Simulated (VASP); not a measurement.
# Al2O3 (P-6m2) in VASP: notebook

Al2O3 is run at these levels: r2SCAN; tasks: single point.

Program: VASP 6.6.1. These are calculated values, not measurements. Logs are shortened: lines on timing, memory, paths and dates and some standing lists are left out, and cuts for length are marked.

## 1. The cell of the first run

The structure is hexagonal, space group P-6m2 (No. 187). Conventional cell: a = 3.076 Å, b = 3.076 Å, c = 6.602 Å, α = 90.00°, β = 90.00°, γ = 120.00°. Within 2.5 Å of Al (site symmetry 3m) lie 6 O at 1.87 to 2.14 Å and 1 Al at 2.39 Å. Within 2.6 Å of O (site symmetry 3m) lie 3 Al at 1.87 Å and 3 O at 2.51 Å. O (site symmetry -6m2) has 6 Al at 2.14 Å and 6 O at 2.51 Å within 2.8 Å.

## 2. Single point, r2SCAN

Contents of POSCAR:

```
Al2O3
1.0
    3.0761754948      0.0000000000      0.0000000000
   -1.5380877474      2.6640461250      0.0000000000
    0.0000000000      0.0000000000      6.6022979882
Al O
2 3
Direct
    0.0000000000      0.0000000000      0.1809441335
    0.0000000000      0.0000000000      0.8190558665
    0.3333333333      0.6666666667      0.2680062644
    0.6666666667      0.3333333333      0.0000000000
    0.3333333333      0.6666666667      0.7319937356
```

Contents of INCAR.step1:

```
SYSTEM = Al2O3
PREC     = Accurate       ! precision mode
ENCUT    = 520            ! plane-wave cutoff, eV
ISMEAR   = 0              ! smearing method
SIGMA    = 0.05           ! smearing width, eV
LREAL    = .FALSE.        ! projectors in reciprocal space
LASPH    = .TRUE.         ! aspherical terms in the spheres
NELM     = 60             ! most SCF steps
NBANDS   = 20             ! bands
GGA      = PE             ! functional
ALGO     = Normal         ! electronic algorithm
EDIFF    = 1E-4           ! SCF threshold, eV
LWAVE    = .TRUE.         ! write WAVECAR
LCHARG   = .FALSE.        ! write CHGCAR
```

Contents of INCAR.step2:

```
SYSTEM = Al2O3
PREC     = Accurate       ! precision mode
ENCUT    = 520            ! plane-wave cutoff, eV
EDIFF    = 1E-7           ! SCF threshold, eV
ISMEAR   = 0              ! smearing method
SIGMA    = 0.05           ! smearing width, eV
LREAL    = .FALSE.        ! projectors in reciprocal space
LASPH    = .TRUE.         ! aspherical terms in the spheres
NELM     = 60             ! most SCF steps
ALGO     = Normal         ! electronic algorithm
ISIF     = 2              ! what is computed and relaxed
LWAVE    = .FALSE.        ! write WAVECAR
LCHARG   = .FALSE.        ! write CHGCAR
METAGGA  = R2SCAN         ! meta-GGA
LMIXTAU  = .TRUE.       
NBANDS   = 20             ! bands
ISTART   = 1
```

Contents of KPOINTS:

```
regular mesh
0
G
  12 12 4
  0 0 0
```

Potentials or basis: VASP PAW PBE potentials, release 64 (Al, O).

Command:

```bash
> cat potpaw_PBE.64/Al/POTCAR potpaw_PBE.64/O/POTCAR > POTCAR
> cp INCAR.step1 INCAR
> mpirun -np 1 vasp_std > vasp.out
> cp INCAR.step2 INCAR
> mpirun -np 1 vasp_std > vasp.out
```

OUTCAR:

```text
SYSTEM = Al2O3
   PREC = Accurate
   ENCUT = 520
   EDIFF = 1E-7
   ISMEAR = 0
   LREAL = .FALSE.
   LASPH = .TRUE.
   NELM = 60
   ISIF = 2
   METAGGA = R2SCAN
   ISTART = 1

 ion  position               nearest neighbor table
   1  0.000  0.000  0.181-   3 1.87   3 1.87   3 1.87   4 2.14   4 2.14   4 2.14   2 2.39
   2  0.000  0.000  0.819-   5 1.87   5 1.87   5 1.87   4 2.14   4 2.14   4 2.14   1 2.39
   3  0.333  0.667  0.268-   1 1.87   1 1.87   1 1.87
   4  0.667  0.333  0.000-   1 2.14   2 2.14   1 2.14   2 2.14   1 2.14   2 2.14
   5  0.333  0.667  0.732-   2 1.87   2 1.87   2 1.87

  LATTYP: Found a hexagonal cell.
 ALAT       =     3.0761754948
 C/A-ratio  =     2.1462683125

  Lattice vectors:

 A1 = (   3.0761754948,   0.0000000000,   0.0000000000)
 A2 = (  -1.5380877474,   2.6640461250,   0.0000000000)
 A3 = (   0.0000000000,   0.0000000000,   6.6022979882)

Analysis of symmetry for initial positions (statically):
=====================================================================
 Subroutine PRICEL returns:
 Original cell was already a primitive cell.

 Routine SETGRP: Setting up the symmetry group for a
 hexagonal supercell.

 Subroutine GETGRP returns: Found 12 space group operations
 (whereof 12 operations were pure point group operations)
 out of a pool of 24 trial point group operations.

The static configuration has the point symmetry D_3h.

Analysis of symmetry for dynamics (positions and initial velocities):
=====================================================================
 Subroutine PRICEL returns:
 Original cell was already a primitive cell.

 Routine SETGRP: Setting up the symmetry group for a
 hexagonal supercell.

 Subroutine GETGRP returns: Found 12 space group operations
 (whereof 12 operations were pure point group operations)
 out of a pool of 24 trial point group operations.

The dynamic configuration has the point symmetry D_3h.

 Subroutine INISYM returns: Found 12 space group operations
 (whereof 12 operations are pure point group operations),
 and found     1 'primitive' translations

----------------------------------------------------------------------------------------

                                     Primitive cell

  volume of cell :      54.1063

  direct lattice vectors                    reciprocal lattice vectors
     3.076175495  0.000000000  0.000000000     0.325078983  0.187684438  0.000000000
    -1.538087747  2.664046125  0.000000000     0.000000000  0.375368876  0.000000000
     0.000000000  0.000000000  6.602297988     0.000000000  0.000000000  0.151462415

  length of vectors
     3.076175495  3.076175495  6.602297988     0.375368876  0.375368876  0.151462415

  position of ions in fractional coordinates (direct lattice)
     0.000000000  0.000000000  0.180944133
     0.000000000  0.000000000  0.819055867
     0.333333333  0.666666667  0.268006264
     0.666666667  0.333333333  0.000000000
     0.333333333  0.666666667  0.731993736

  ion indices of the primitive-cell ions
   primitive index   ion index
                 1           1
                 2           2
                 3           3
                 4           4
                 5           5

----------------------------------------------------------------------------------------

 KPOINTS: regular mesh

Automatic generation of k-mesh.
 Grid dimensions read from file:
 generate k-points for:   12   12    4

 Generating k-lattice:

  Cartesian coordinates                     Fractional coordinates (reciprocal lattice)
     0.027089915  0.015640370  0.000000000     0.083333333 -0.000000000  0.000000000
     0.000000000  0.031280740  0.000000000     0.000000000  0.083333333  0.000000000
     0.000000000  0.000000000  0.037865604     0.000000000  0.000000000  0.250000000

  Length of vectors
     0.031280740  0.031280740  0.037865604

  Shift w.r.t. Gamma in fractional coordinates (k-lattice)
     0.000000000  0.000000000  0.000000000

 Subroutine IBZKPT returns following result:
 ===========================================

 Found     57 irreducible k-points:

 Following reciprocal coordinates:
            Coordinates               Weight
  0.000000  0.000000  0.000000      1.000000
  0.083333  0.000000  0.000000      6.000000
  0.166667  0.000000  0.000000      6.000000
  0.250000 -0.000000  0.000000      6.000000
  0.333333  0.000000  0.000000      6.000000
  0.416667  0.000000  0.000000      6.000000
[... 16 lines left out ...]
  0.250000 -0.000000  0.250000     12.000000
  0.333333  0.000000  0.250000     12.000000
 [... further k-points ...]
   k-points           NKPTS =     57   k-points in BZ     NKDIM =     57   number of bands    NBANDS=     20
   number of dos      NEDOS =    301   number of ions     NIONS =      5
   total plane-waves  NPLWV =  28800
   dimension x,y,z NGX =    24 NGY =   24 NGZ =   50
   dimension x,y,z NGXF=    48 NGYF=   48 NGZF=  100
   ions per type =               2   3
   NGX,Y,Z   is equivalent  to a cutoff of  12.97, 12.97, 12.59 a.u.
   NGXF,Y,Z  is equivalent  to a cutoff of  25.94, 25.94, 25.18 a.u.
 SYSTEM =  Al2O3
   PREC   = accura    normal or accurate (medium, high low for compatibility)
   ISTART =      1    job   : 0-new  1-cont  2-samecut
   ICHARG =      0    charge: 1-file 2-atom 10-const
   ISPIN  =      1    spin polarized calculation?
   LNONCOLLINEAR =      F non collinear calculations
   LSORBIT =      F    spin-orbit coupling
   LASPH  =      T    aspherical Exc in radial PAW
   ENCUT  =  520.0 eV  38.22 Ry    6.18 a.u.   5.72  5.72 12.28*2*pi/ulx,y,z
   NELM   =     60;   NELMIN=  2; NELMDL=  0     # of ELM steps
   EDIFF  = 0.1E-06   stopping-criterion for ELM
   LREAL  =      F    real-space projection
   EDIFFG = 0.1E-05   stopping-criterion for IOM
   NSW    =      0    number of steps for IOM
   IBRION =     -1    ionic relax: 0-MD 1-quasi-New 2-CG
   NFREE  =      0    steps in history (QN), initial steepest desc. (CG)
   ISIF   =      2    stress and relaxation
   ISYM   =      2    0-nonsym 1-usesym 2-fastsym
   POTIM  = 0.5000    time-step for ionic-motion
   TEBEG  =    0.0;   TEEND  =   0.0 temperature during run
   PSTRESS=    0.0 pullay stress
   NELECT =      24.0000    total number of electrons
   NUPDOWN=      -1.0000    fix difference up-down
   EMIN   =  10.00;   EMAX   =-10.00  energy-range for DOS
   EFERMI =   0.00;   METHOD = LEGACY
   ISMEAR =     0;   SIGMA  =   0.05  broadening in eV -4-tet -1-fermi 0-gaus
   EFERMI_NEDOS =   21; number of points for ismear=-14 and -15
   IALGO  =     38    algorithm
   IMIX   =      4    mixing-type and parameters
     AMIX     =   0.40;   BMIX     =  1.00
     AMIX_MAG =   1.60;   BMIX_MAG =  1.00
  volume/ion in A,a.u.               =      10.82        73.03
  Fermi-wavevector in a.u.,A,eV,Ry     =   1.248521  2.359363 21.208832  1.558805
  Thomas-Fermi vector in A             =   2.382604
   LORBIT       =      0    0 simple, 1 ext, 2 COOP (PROOUT), +10 PAW based schemes
   METAGGA = R2SCAN    functional components
   LHFCALC =     F    Hartree Fock is set to
   AEXX    =    0.0000 exact exchange contribution
   IVDW    =     0    specifies the selected vdW correction
   LEPSILON=     F    determine dielectric tensor
   LRPA    =     F    only Hartree local field effects (RPA)
 non-spin polarized calculation
 Gauss-broadening in eV      SIGMA  =   0.05
  energy-cutoff  :      520.00
  volume of cell :       54.11
 maximum number of plane-waves:      1470
 NGX is ok and might be reduce to    24
   NGX = 11   NGY = 11   NGZ = 25

 number of electron      23.9999997 magnetization

 Free energy of the ion-electron system (eV)
  ---------------------------------------------------
  ext. energy  EPLUGINS =         0.00000000
  ---------------------------------------------------
  free energy    TOTEN  =       -45.16650246 eV

  energy without entropy =      -45.16650246  energy(sigma->0) =      -45.16650246

 E-fermi :   4.0236     XC(G=0): -10.6909

 val. band max:        3.8060605138   @ k =   0.3333   0.3333   0.5000
 cond. band min:       6.6151246179   @ k =   0.0000   0.0000   0.0000
 fundamental gap:      2.8090641041
 Fermi energy:         4.0235652259

 k-point     1 :       0.0000    0.0000    0.0000
  band No.  band energies     occupation
      1     -16.8982      2.00000
      2     -14.7522      2.00000
      3     -13.7617      2.00000
      4      -0.9633      2.00000
      5       0.5053      2.00000
      6       0.5053      2.00000
[... 12 lines left out ...]
     19      17.7162      0.00000
     20      17.7162      0.00000

 k-point     2 :       0.0833    0.0000    0.0000
  band No.  band energies     occupation
      1     -16.8264      2.00000
      2     -14.7065      2.00000
      3     -13.7606      2.00000
      4      -1.0030      2.00000
      5      -0.0884      2.00000
      6       0.3976      2.00000
[... 12 lines left out ...]
     19      17.4294      0.00000
     20      17.9017      0.00000

 k-point     3 :       0.1667    0.0000    0.0000
  band No.  band energies     occupation
      1     -16.6191      2.00000
      2     -14.5786      2.00000
      3     -13.7646      2.00000
      4      -1.1727      2.00000
      5      -1.0331      2.00000
      6       0.1385      2.00000
[... 12 lines left out ...]
     19      17.0094      0.00000
     20      18.4009      0.00000

 k-point     4 :       0.2500   -0.0000    0.0000
  band No.  band energies     occupation
      1     -16.3040      2.00000
      2     -14.3962      2.00000
      3     -13.7938      2.00000
      4      -2.0151      2.00000
      5      -1.5330      2.00000
      6      -0.1625      2.00000
[... 12 lines left out ...]
     19      17.8917      0.00000
     20      18.1915      0.00000

 k-point     5 :       0.3333    0.0000    0.0000
  band No.  band energies     occupation
      1     -15.9335      2.00000
      2     -14.2044      2.00000
      3     -13.8682      2.00000
      4      -2.8617      2.00000
      5      -1.9830      2.00000
      6      -0.4246      2.00000
[... 12 lines left out ...]
     19      18.2521      0.00000
     20      18.3818      0.00000
[... 353 lines left out ...]
      6       0.4022      2.00000
[... 12 lines left out ...]
     19      17.3022      0.00000
     20      17.7985      0.00000

 k-point    22 :       0.1667    0.0000    0.2500
  band No.  band energies     occupation
      1     -16.6115      2.00000
      2     -14.6243      2.00000
      3     -13.7230      2.00000
      4      -1.2317      2.00000
      5      -0.9770      2.00000
      6       0.1439      2.00000
[... 12 lines left out ...]
     19      17.0352      0.00000
     20      18.3179      0.00000

 k-point    23 :       0.2500   -0.0000    0.2500
  band No.  band energies     occupation
      1     -16.2972      2.00000
      2     -14.4401      2.00000
      3     -13.7550      2.00000
      4      -1.9802      2.00000
      5      -1.5615      2.00000
      6      -0.1563      2.00000
[... 12 lines left out ...]
     19      17.9223      0.00000
     20      18.0074      0.00000

 k-point    24 :       0.3333    0.0000    0.2500
  band No.  band energies     occupation
      1     -15.9281      2.00000
      2     -14.2466      2.00000
      3     -13.8311      2.00000
      4      -2.8340      2.00000
      5      -2.0197      2.00000
      6      -0.4178      2.00000
[... 12 lines left out ...]
     19      17.6506      0.00000
     20      18.9201      0.00000

 [... further k-points ...]
[... 5 lines left out ...]
  --------------------------------------------------------------------------------------
  -------------------------------------------------------------------------------------
  Total      -10.8541490    -10.8541490     10.8113429      0.0000000     -0.0000000      0.0000000
  in kB     -321.4092642   -321.4092642    320.1417044      0.0000000     -0.0000000      0.0000000
  external PRESSURE =    -107.5589413 kB  Pullay stress =       0.0000000 kB

 VOLUME and BASIS-vectors are now :
 -----------------------------------------------------------------------------
  energy-cutoff  :      520.00
  volume of cell :       54.11
      direct lattice vectors                 reciprocal lattice vectors
     3.076175495  0.000000000  0.000000000     0.325078983  0.187684438  0.000000000
    -1.538087747  2.664046125  0.000000000     0.000000000  0.375368876  0.000000000
     0.000000000  0.000000000  6.602297988     0.000000000  0.000000000  0.151462415

 POSITION                                       TOTAL-FORCE (eV/Angst)
 -----------------------------------------------------------------------------------
      0.00000      0.00000      1.19465         0.000000     -0.000000      3.708792
      0.00000      0.00000      5.40765        -0.000000     -0.000000     -3.708792
     -0.00000      1.77603      1.76946         0.000000      0.000000      0.262344
      1.53809      0.88802      0.00000         0.000000      0.000000      0.000000
     -0.00000      1.77603      4.83284        -0.000000      0.000000     -0.262344
 -----------------------------------------------------------------------------------
    total drift:                               -0.000006      0.000003     -0.000000

  FREE ENERGIE OF THE ION-ELECTRON SYSTEM (eV)
  ---------------------------------------------------
  free  energy   TOTEN  =       -45.1665024595 eV

  energy  without entropy=      -45.1665024595  energy(sigma->0) =      -45.16650246
```

Run time: 94 s. Hardware: 1 thread of Intel Xeon 6975P-C (Granite Rapids), shared host; peak memory 0.19 GiB.

Results:

- Free energy: -45.1665 eV
- Pressure: -10.8 GPa
- Largest force: 3.709 eV/Å
- Band gap on the k mesh: 2.81 eV (least direct gap 2.97 eV)

Forces on the atoms (eV/Å):
```
Al   0.000  0.000  3.709
Al   0.000  0.000 -3.709
O    0.000  0.000  0.262
O    0.000  0.000  0.000
O    0.000  0.000 -0.262
```

Stress tensor (GPa, compression positive):
```
-32.14   0.00   0.00
  0.00 -32.14   0.00
  0.00   0.00  32.01
```

Levels at points of the mesh, in eV from the valence-band top:
| k point | band 9 | band 10 | band 11 | band 12 | band 13 | band 14 | band 15 | band 16 |
| --- | --- | --- | --- | --- | --- | --- | --- | --- |
| (0.00, 0.00, 0.00) | -2.03 | -1.79 | -1.79 | -0.16 | 2.81 | 6.33 | 7.95 | 12.07 |
| (0.50, 0.00, 0.00) | -2.26 | -1.76 | -1.23 | -0.76 | 5.72 | 8.43 | 9.56 | 10.43 |
| (0.00, 0.00, 0.50) | -1.89 | -1.75 | -1.75 | -1.10 | 3.35 | 6.22 | 7.52 | 12.46 |
| (0.50, 0.00, 0.50) | -2.49 | -1.70 | -1.33 | -0.64 | 5.80 | 8.65 | 9.68 | 9.87 |

Caveat: the cell stands under tension; the PAW data sets were made with another functional, which shifts forces and pressure a little.

(Continued in part 2 of 2.)
